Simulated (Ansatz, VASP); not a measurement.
**One calculation of AlN, two programs**

```
Al N
1.0
     3.28160    0.00000    0.00000
    -1.64080    2.84195    0.00000
     0.00000    0.00000    4.05720
Al N
2 2
Direct
  0.33333 0.66667 0.75000
  0.66667 0.33333 0.25000
  0.33333 0.66667 0.25000
  0.66667 0.33333 0.75000
```

Alike in both runs: task single point; functional PBEsol; k mesh 9 × 9 × 6; occupations gaussian, width 0.05 eV; no spin polarisation.

|  | VASP | Ansatz |
| --- | --- | --- |
| version | VASP 6.6.1 | Ansatz 0.2.0 |
| potentials or method | VASP PAW PBE potentials, release 64 (Al, N), cutoff 520 eV | scalar-relativistic, plane waves, PAW |
| valence electrons in the cell | 16 | 16 |

|  | VASP | Ansatz | Ansatz less VASP |
| --- | --- | --- | --- |
| gap on the k mesh at the Fermi level (eV) | 3.61 | 3.59 | -0.014 |
| least direct gap on the mesh (eV) | 3.61 | 3.59 | -0.014 |
| pressure (GPa) | 7.2 | 7.1 | -0.04 |
| traceless stress, the component that is largest in VASP (GPa) | 1.62 | 1.60 | -0.020 |

VASP's potentials were made for PBE, not for PBEsol, and Ansatz warns of the same on its side. The functional is the same, so the differences come from potentials, cutoffs and numerics.
